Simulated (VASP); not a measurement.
Set up this calculation in VASP 6.6.1, as the native input.

* Task: single point
* Functional: PBE
* Potentials or basis: VASP PAW PBE potentials, release 64 (Eu, Mo_sv, N)
* Cutoff: 520 eV
* k mesh: 6 × 6 × 4
* Occupations: gaussian, width 0.1 eV
* Spin: collinear spin, ferromagnetic start
* Starting moments: [7.0, 1.0, 0.0, 0.0] μB
* Dipole correction: no
* Further INCAR settings: ALGO = Normal; EDIFF = 1e-07; NBANDS = 32

The structure of EuMoN2 lies in POSCAR:

```
EuMoN2
1.0
    3.6115633900      0.0000000000      0.0000000000
   -1.8057817000      3.1277056400      0.0000000000
    0.0000000000      0.0000000000      7.0511875500
Eu Mo N
1 1 2
Direct
    0.0000000000      0.0000000000      0.5000000000
    0.0000000000      0.0000000000      0.0000000000
    0.0000000000      0.0000000000      0.2435688700
    0.0000000000      0.0000000000      0.7564311300
```

The cell was generated, and may not be a known phase.

One way to write it, as run:

INCAR

```
SYSTEM = EuMoN2
PREC = Accurate ; ENCUT = 520
EDIFF = 1E-7 ; ISMEAR = 0
SIGMA = 0.1 ; LREAL = .FALSE.
LASPH = .TRUE. ; NELM = 150
ALGO = Normal ; ISIF = 2
LWAVE = .FALSE. ; LCHARG = .FALSE.
ISPIN = 2 ; MAGMOM = 7 1 0 0
LORBIT = 11 ; LMAXMIX = 6
GGA = PE ; NBANDS = 32
```

KPOINTS

```
Automatic mesh
0
G
  6 6 4
  0 0 0
```

Potentials or basis: VASP PAW PBE potentials, release 64 (Eu, Mo_sv, N).

Launch:

```bash
$ cat potpaw_PBE.64/Eu/POTCAR potpaw_PBE.64/Mo_sv/POTCAR potpaw_PBE.64/N/POTCAR > POTCAR
$ mpirun -np 1 vasp_std > vasp.out
```

It gave:

| Property | Result |
| --- | --- |
| Pressure | 25.2 GPa |
| Largest force | 0.014 eV/Å |
| Band gap on the k mesh | zero (filled and empty bands overlap) |
| Net moment | 7.01 μB per cell |
| Site moments | Eu +6.34; Mo +0.24; N -0.03 μB |
| Valence electrons inside the program's atomic spheres | Eu 15.59; Mo 12.71; N 3.86 |

Caveat: the stress differs along the axes, from -4 to 83 GPa; spin-orbit coupling is left out, which moves the levels of the heavy elements; a cell with one magnetic atom can't hold antiferromagnetic order, which such compounds often take; semilocal functionals describe open f shells poorly, which spoils levels, moments and volumes.

It took 4.6 min on 1 thread of AMD EPYC 9R45 96-Core Processor (Zen 5) (shared host), peak memory 0.27 GiB.
